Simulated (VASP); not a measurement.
# C13O in VASP: a series of runs, part 3 of 3

VASP 6.6.1. The steps go on from the part before.

### Step 6. Single point, PBE

Contents of INCAR:

```
SYSTEM = C13O
ALGO = Normal
DIPOL = 0.5 0.5 0.309
EDIFF = 1E-6
ENCUT = 520
GGA = PE
IDIPOL = 3
ISIF = 2
ISMEAR = 0
LASPH = .TRUE.
LCHARG = .TRUE.
LDIPOL = .TRUE.
LELF = .TRUE.
LREAL = .FALSE.
LVACPOTAV = .TRUE.
LVHAR = .TRUE.
LWAVE = .FALSE.
NBANDS = 42
NELM = 80
PREC = Accurate
SIGMA = 0.1
```

Contents of KPOINTS:

```
k-points
0
G
  6 3 1
  0 0 0
```

Contents of POSCAR:

```
C13O
1.0
    4.9326910638      0.0000000000      0.0000000000
    0.0000000000      8.5222964206      0.0000000000
    0.0000000000      0.0000000000     22.9416054000
C O
13 1
Direct
    0.0000000000      0.0000000000      0.1743557144
    0.5000000000      0.0000000000      0.1743557144
    0.2500000000      0.0000000000      0.2053898385
    0.7500000000      0.0000000000      0.2053898385
    0.2500000000      0.0000000000      0.2674580867
    0.7500000000      0.0000000000      0.2674580867
    0.0000000000      0.0000000000      0.2977124358
    0.5000000000      0.0000000000      0.2977124358
    0.0000000000      0.0000000000      0.3626190224
    0.5000000000      0.0000000000      0.3626190224
    0.2500000000      0.0000000000      0.3897549994
    0.7500000000      0.0000000000      0.3897549994
    0.1250000000      0.8916371886      0.4664715138
    0.1250000000      1.1083628114      0.4664715138
```

Potentials or basis: VASP PAW PBE potentials, release 64 (C, O).

The run is started by

```sh
cat potpaw_PBE.64/C/POTCAR potpaw_PBE.64/O/POTCAR > POTCAR
mpirun -np 1 vasp_std > vasp.out
```

OUTCAR:

```text
SYSTEM = C13O
   EDIFF = 1E-6
   ENCUT = 520
   GGA = PE
   ISIF = 2
   ISMEAR = 0
   LASPH = .TRUE.
   LREAL = .FALSE.
   NELM = 80
   PREC = Accurate

 ion  position               nearest neighbor table
   1  0.000  0.000  0.174-   3 1.42   4 1.42
   2  0.500  0.000  0.174-   3 1.42   4 1.42
   3  0.250  0.000  0.205-   1 1.42   2 1.42   5 1.42
   4  0.750  0.000  0.205-   1 1.42   2 1.42   6 1.42
   5  0.250  0.000  0.267-   7 1.42   8 1.42   3 1.42
   6  0.750  0.000  0.267-   7 1.42   8 1.42   4 1.42
   7  0.000  0.000  0.298-   5 1.42   6 1.42   9 1.49
   8  0.500  0.000  0.298-   5 1.42   6 1.42  10 1.49
   9  0.000  0.000  0.363-  11 1.38  12 1.38   7 1.49
  10  0.500  0.000  0.363-  11 1.38  12 1.38   8 1.49
  11  0.250  0.000  0.390-   9 1.38  10 1.38
  12  0.750  0.000  0.390-   9 1.38  10 1.38
  13  0.125  0.892  0.466-  14 1.85
  14  0.125  0.108  0.466-  13 1.85

  LATTYP: Found a simple orthorhombic cell.
 ALAT       =     4.9326910638
 B/A-ratio  =     1.7277174488
 C/A-ratio  =     4.6509309225

  Lattice vectors:

 A1 = (   4.9326910638,   0.0000000000,   0.0000000000)
 A2 = (   0.0000000000,   8.5222964206,   0.0000000000)
 A3 = (   0.0000000000,   0.0000000000,  22.9416054000)

Analysis of symmetry for initial positions (statically):
=====================================================================
 Subroutine PRICEL returns:
 Original cell was already a primitive cell.

 Routine SETGRP: Setting up the symmetry group for a
 simple orthorhombic supercell.

 Subroutine GETGRP returns: Found  1 space group operations
 (whereof  1 operations were pure point group operations)
 out of a pool of  8 trial point group operations.

The static configuration has the point symmetry C_1 .

Analysis of symmetry for dynamics (positions and initial velocities):
=====================================================================
 Subroutine PRICEL returns:
 Original cell was already a primitive cell.

 Routine SETGRP: Setting up the symmetry group for a
 simple orthorhombic supercell.

 Subroutine GETGRP returns: Found  1 space group operations
 (whereof  1 operations were pure point group operations)
 out of a pool of  8 trial point group operations.

The dynamic configuration has the point symmetry C_1 .

 Subroutine INISYM returns: Found  1 space group operations
 (whereof  1 operations are pure point group operations),
 and found     1 'primitive' translations

----------------------------------------------------------------------------------------

                                     Primitive cell

  volume of cell :     964.4159

  direct lattice vectors                    reciprocal lattice vectors
     4.932691064  0.000000000  0.000000000     0.202729096  0.000000000  0.000000000
     0.000000000  8.522296421  0.000000000     0.000000000  0.117339265  0.000000000
     0.000000000  0.000000000 22.941605400     0.000000000  0.000000000  0.043588929

  length of vectors
     4.932691064  8.522296421 22.941605400     0.202729096  0.117339265  0.043588929

[... 76 lines left out ...]
   ions per type =              13   1
   NGX,Y,Z   is equivalent  to a cutoff of  13.48, 12.48, 13.04 a.u.
   NGXF,Y,Z  is equivalent  to a cutoff of  26.96, 24.97, 26.09 a.u.
 SYSTEM =  C13O
   PREC   = accura    normal or accurate (medium, high low for compatibility)
   ISTART =      0    job   : 0-new  1-cont  2-samecut
   ICHARG =      2    charge: 1-file 2-atom 10-const
   ISPIN  =      1    spin polarized calculation?
   LNONCOLLINEAR =      F non collinear calculations
   LSORBIT =      F    spin-orbit coupling
   LASPH  =      T    aspherical Exc in radial PAW
   ENCUT  =  520.0 eV  38.22 Ry    6.18 a.u.   9.17 15.85 42.66*2*pi/ulx,y,z
   NELM   =     80;   NELMIN=  2; NELMDL= -5     # of ELM steps
   EDIFF  = 0.1E-05   stopping-criterion for ELM
   LREAL  =      F    real-space projection
   EDIFFG = 0.1E-04   stopping-criterion for IOM
   NSW    =      0    number of steps for IOM
   IBRION =     -1    ionic relax: 0-MD 1-quasi-New 2-CG
   NFREE  =      0    steps in history (QN), initial steepest desc. (CG)
   ISIF   =      2    stress and relaxation
   ISYM   =      2    0-nonsym 1-usesym 2-fastsym
   POTIM  = 0.5000    time-step for ionic-motion
   TEBEG  =    0.0;   TEEND  =   0.0 temperature during run
   PSTRESS=    0.0 pullay stress
   NELECT =      58.0000    total number of electrons
   NUPDOWN=      -1.0000    fix difference up-down
   EMIN   =  10.00;   EMAX   =-10.00  energy-range for DOS
   EFERMI =   0.00;   METHOD = LEGACY
   ISMEAR =     0;   SIGMA  =   0.10  broadening in eV -4-tet -1-fermi 0-gaus
   EFERMI_NEDOS =   21; number of points for ismear=-14 and -15
   IALGO  =     38    algorithm
   IMIX   =      4    mixing-type and parameters
     AMIX     =   0.40;   BMIX     =  1.00
     AMIX_MAG =   1.60;   BMIX_MAG =  1.00
  volume/ion in A,a.u.               =      68.89       464.87
  Fermi-wavevector in a.u.,A,eV,Ry     =   0.641401  1.212071  5.597365  0.411395
  Thomas-Fermi vector in A             =   1.707728
   LORBIT       =      0    0 simple, 1 ext, 2 COOP (PROOUT), +10 PAW based schemes
   GGA     = PE    functional components
   LHFCALC =     F    Hartree Fock is set to
   AEXX    =    0.0000 exact exchange contribution
   IVDW    =     0    specifies the selected vdW correction
   LEPSILON=     F    determine dielectric tensor
   LRPA    =     F    only Hartree local field effects (RPA)
 non-spin polarized calculation
 Gauss-broadening in eV      SIGMA  =   0.10
  energy-cutoff  :      520.00
  volume of cell :      964.42
 maximum number of plane-waves:     25994
 NGX is ok and might be reduce to    40
   NGX = 19   NGY = 31   NGZ = 85

 dipolmoment           0.000000      0.000000     -0.026447 electrons x Angstroem

 number of electron      58.0000003 magnetization

 dipolmoment           0.000000      0.000000      0.019696 electrons x Angstroem

 Free energy of the ion-electron system (eV)
  ---------------------------------------------------
  ext. energy  EPLUGINS =         0.00000000
  ---------------------------------------------------
  free energy    TOTEN  =      -107.61958075 eV

  energy without entropy =     -107.57621615  energy(sigma->0) =     -107.59789845

 E-fermi :  -4.7555     XC(G=0):  -2.1574

 val. band max:       -4.7627489105   @ k =   0.5000   0.3333   0.0000
 cond. band min:      -4.6671225135   @ k =   0.3333   0.0000   0.0000
 fundamental gap:      0.0956263971
 Fermi energy:        -4.7555271530

 k-point     1 :       0.0000    0.0000    0.0000
  band No.  band energies     occupation
      1     -23.5290      2.00000
      2     -22.3106      2.00000
      3     -21.6023      2.00000
      4     -19.4879      2.00000
      5     -19.3195      2.00000
      6     -19.3107      2.00000
[... 429 lines left out ...]
     40       1.4213      0.00000
     41       2.2999      0.00000
 [bands above 41 left out]

------------------------ aborting loop because EDIFF is reached ----------------------------------------

  FORCE on cell =-STRESS in cart. coord.  units (eV):
  Direction    XX          YY          ZZ          XY          YZ          ZX
  --------------------------------------------------------------------------------------
  -------------------------------------------------------------------------------------
  Total        0.4737979    -11.6299890     -6.2236142      0.9243467      1.0579746      2.8026794
  in kB        0.7871171    -19.3208188    -10.3392465      1.5356107      1.7576057      4.6560715
  external PRESSURE =      -9.6243161 kB  Pullay stress =       0.0000000 kB

 VOLUME and BASIS-vectors are now :
 -----------------------------------------------------------------------------
  energy-cutoff  :      520.00
  volume of cell :      964.42
      direct lattice vectors                 reciprocal lattice vectors
     4.932691064  0.000000000  0.000000000     0.202729096  0.000000000  0.000000000
     0.000000000  8.522296421  0.000000000     0.000000000  0.117339265  0.000000000
     0.000000000  0.000000000 22.941605400     0.000000000  0.000000000  0.043588929

 POSITION                                       TOTAL-FORCE (eV/Angst)
 -----------------------------------------------------------------------------------
      0.00000      0.00000      4.00000        -0.202425      0.086920      1.808630
      2.46635      0.00000      4.00000         0.202351     -0.069471      1.770125
      1.23317      0.00000      4.71197         0.039238     -0.008556     -3.398839
      3.69952      0.00000      4.71197        -0.050982     -0.003175     -2.939447
      1.23317      0.00000      6.13592         0.053719      0.017587      1.292745
      3.69952      0.00000      6.13592        -0.022315     -0.047388      1.245760
      0.00000      0.00000      6.83000        -0.255600     -0.130840      0.784814
      2.46635      0.00000      6.83000         0.055793      0.196588      0.645953
      0.00000      0.00000      8.31906        -1.199540      0.356412     -1.788382
      2.46635      0.00000      8.31906         1.498774      0.370815     -0.421110
      1.23317      0.00000      8.94161        -1.947031     -0.879541      4.312155
      3.69952      0.00000      8.94161         0.347636     -0.798900      0.362026
      0.61659      7.59880     10.70161         0.239683      6.719975     -2.395102
      0.61659      0.92350     10.70161         1.240701     -5.810427     -1.279330
 -----------------------------------------------------------------------------------
    total drift:                                0.000019     -0.000457      0.000312

  FREE ENERGIE OF THE ION-ELECTRON SYSTEM (eV)
  ---------------------------------------------------
  free  energy   TOTEN  =      -107.6195807478 eV

  energy  without entropy=     -107.5762161480  energy(sigma->0) =     -107.59789845

 vacuum level on the upper side and lower side of the slab         1.537         1.452
```

Run time: 10 min. Hardware: 1 thread of Intel Xeon 6975P-C (Granite Rapids), shared host; peak memory 1 GiB.

What came out:

```yaml
Free_energy: -107.6196 eV
Largest_force: 7.138 eV/Å
Band_gap_on_the_k_mesh: 0.04 eV
```

Forces in eV/Å, atoms in the order of the input:
```
C   -0.202  0.087  1.809
C    0.202 -0.069  1.770
C    0.039 -0.009 -3.399
C   -0.051 -0.003 -2.939
C    0.054  0.018  1.293
C   -0.022 -0.047  1.246
C   -0.256 -0.131  0.785
C    0.056  0.197  0.646
C   -1.200  0.356 -1.788
C    1.499  0.371 -0.421
C   -1.947 -0.880  4.312
C    0.348 -0.799  0.362
C    0.240  6.720 -2.395
O    1.241 -5.810 -1.279
```

Levels at points of the mesh, in eV from the valence-band top:
```csv
k point,band 27,band 28,band 29,band 30,band 31,band 32
"(0.00, 0.00, 0.00)",-0.77,-0.28,-0.24,0.32,0.69,1.00
"(0.50, 0.00, 0.00)",-1.63,-0.07,0.00,0.04,0.22,1.00
```

Caveat: the smearing spreads over this small gap; semilocal functionals underestimate gaps, and a narrow one can read as zero.

### Step 7. The runs side by side

| cell | gap on the mesh (eV) | largest force (eV/Å) |
| --- | --- | --- |
| as given, atomic positions A | 0.05 | 21.18 |
| as given, atomic positions B | 0.07 | 17.26 |
| as given, atomic positions C | 0.04 | 6.27 |
| as given, atomic positions D | 0.02 | 6.18 |
| as given, atomic positions E | 0.04 | 7.14 |

Alike in all rows: task single point; level PBE; potentials or basis VASP PAW PBE potentials, release 64 (C, O); no spin polarisation; k mesh 6 × 3 × 1; cutoff (eV) 520; smearing gaussian 0.1 eV.

Caveats: semilocal functionals underestimate gaps, and a narrow one can read as zero; the smearing spreads over this small gap (at least some runs).

Absolute energies hang on the potentials; compare differences alone.

The gap in the log of VASP goes by the Fermi energy; the results here count the filled bands.